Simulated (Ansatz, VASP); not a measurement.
# One calculation of La2Zr2O, two programs

```
La Zr O
1.0
     5.18767    0.00000    0.00000
    -2.59384    4.49266    0.00000
     0.00000    0.00000    6.52009
La Zr O
2 2 1
Direct
  0.33333 0.66667 0.50000
  0.66667 0.33333 0.50000
  0.00000 0.00000 0.80621
  0.00000 0.00000 0.19379
  0.00000 0.00000 0.50000
```

Alike in both runs: functional PBE; k mesh 6 × 6 × 4; occupations gaussian, width 0.1 eV; no spin polarisation.

Ansatz relaxed the structure, and its values are those at the end. VASP's run is a single point on that final structure, the one shown.

|  | VASP | Ansatz |
| --- | --- | --- |
| version | VASP 6.6.1 | Ansatz 0.2.0 |
| potentials or method | VASP PAW PBE potentials, release 64 (La, Zr_sv, O), cutoff 520 eV | scalar-relativistic, plane waves, PAW |
| valence electrons in the cell | 52 | 52 |

|  | VASP | Ansatz | Ansatz less VASP |
| --- | --- | --- | --- |
| gap on the k mesh at the Fermi level (eV) | none | none | - |
| pressure (GPa) | 0.1 | 0.1 | -0.04 |
| rms of the force components (eV/Å) | 0.015 | 0.013 | -0.0013 |

A gap of «none» marks a metal or a gap that the smearing closes.

Neither program's run includes spin-orbit coupling.
